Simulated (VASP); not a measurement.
A run of VASP 6.6.1:

INCAR

```
SYSTEM = Ba
PREC = Accurate
ENCUT = 400
EDIFF = 1E-6
ISMEAR = -1
SIGMA = 0.05
LREAL = .False.
LASPH = .True.
NELM = 120
ALGO = Normal
ISIF = 2
LWAVE = .False.
LCHARG = .False.
GGA = PE
NBANDS = 28
GGA_COMPAT = .False.
NELMDL = -8
```

The input KPOINTS:

```
Automatic mesh
0
Gamma
  6 6 1
  0 0 0
```

File POSCAR:

```
Ba
1.0
    4.5716786896      0.0000000000      0.0000000000
    0.0000000000      4.5716786896      0.0000000000
    0.0000000000      0.0000000000     24.6979950084
Ba
4
Direct
    0.5000000000      0.5000000000      0.3036683746
    0.0000000000      0.0000000000      0.4345561249
    0.5000000000      0.5000000000      0.5654438751
    0.0000000000      0.0000000000      0.6963316254
```

Potentials or basis: VASP PAW PBE potentials, release 64 (Ba_sv).

The run is started by

```console
$ cat potpaw_PBE.64/Ba_sv/POTCAR > POTCAR
$ mpirun -np 1 vasp_std > vasp.out
```

Hardware: 1 thread of Intel Xeon 8259CL, on a shared host.

Task: How long does it take, and how much memory?

Result: It took 5.1 min on 1 thread of Intel Xeon 8259CL, on a shared host, peak memory 0.39 GiB. Counts: scf iterations 24, k points 10.
